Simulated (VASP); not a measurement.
Runs of VASP 6.6.1 on C. The structure is that of space group Fd-3m (No. 227), or close to it. The cells are those of the table. 

```tsv
cell	gap on the mesh (eV)	pressure (GPa)
a = 2.534, b = 2.439, c = 2.521 Å, angles 61.4, 57.7, 60.9°, 2 atoms	(a)	2.6
a = 2.497 Å, angles 60.0°, 2 atoms	4.20	1.7
a = 2.520, b = 2.520, c = 2.453 Å, angles 60.9, 60.9, 58.3°, 2 atoms	3.53	2.2
a = 2.486, b = 2.486, c = 2.519 Å, angles 59.6, 59.6, 60.9°, 2 atoms	3.53	1.8
a = 2.532, b = 2.532, c = 2.432 Å, angles 61.3, 61.3, 57.4°, 2 atoms	3.21	(b)
```

Alike in all rows: task single point; level LDA; potentials or basis VASP PAW LDA potentials, release 64 (C); no spin polarisation; k mesh 12 × 12 × 12; cutoff (eV) 520; smearing gaussian 0.05 eV.

Estimate the missing entries.

(a) 3.11; (b) 2.8.

A k mesh can miss the band edges.
